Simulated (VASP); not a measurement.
Wanted: the native input for a VASP 6.6.1 run.

| Property | Result |
| --- | --- |
| Task | single point |
| Functional | PBE |
| Potentials or basis | VASP PAW PBE potentials, release 64 (Au) |
| Cutoff | 520 eV |
| k mesh | 39 × 39 × 39 |
| Occupations | fermi-dirac, width 0.0612256 eV |
| Spin | no spin polarisation |
| Dipole correction | no |
| Further INCAR settings | ALGO = Normal; EDIFF = 1e-06; NBANDS = 12 |

The structure of Au lies in POSCAR:

```
Au
1.0
    2.7844972840      0.0000000000      0.0000000000
    0.0000000000      2.7844972840      0.0000000000
    0.0000000000      0.0000000000      2.7844972840
Au
1
Direct
    0.0000000000      0.0000000000      0.0000000000
```

This isn't the form of Au at room conditions, which is fcc.

One way to write it, as run:

INCAR

```
SYSTEM = Au
ALGO     = Normal         ! electronic algorithm
EDIFF    = 1E-6           ! SCF threshold, eV
ENCUT    = 520            ! plane-wave cutoff, eV
GGA      = PE             ! functional
ISIF     = 2              ! what is computed and relaxed
ISMEAR   = -1             ! smearing method
LASPH    = .TRUE.         ! aspherical terms in the spheres
LCHARG   = .FALSE.        ! write CHGCAR
LREAL    = .FALSE.        ! projectors in reciprocal space
LWAVE    = .FALSE.        ! write WAVECAR
NBANDS   = 12             ! bands
NELM     = 100            ! most SCF steps
PREC     = Accurate       ! precision mode
SIGMA    = 0.06122561905347299 ! smearing width, eV
```

KPOINTS

```
k-points
0
G
  39 39 39
  0 0 0
```

Potentials or basis: VASP PAW PBE potentials, release 64 (Au).

The run is started by

```sh
$ cat potpaw_PBE.64/Au/POTCAR > POTCAR
$ mpirun -np 1 vasp_std > vasp.out
```

It gave:

* Pressure: -3.9 GPa
* Band gap on the k mesh: zero (an odd number of electrons rules out a gap without spin polarisation)

Caveat: the cell stands under tension; spin-orbit coupling is left out, which moves the levels of the heavy elements.

Wall time 4.7 min on 1 thread of Oxide Virtual Turin-like Processor, with other jobs on the host, peak memory 0.43 GiB.
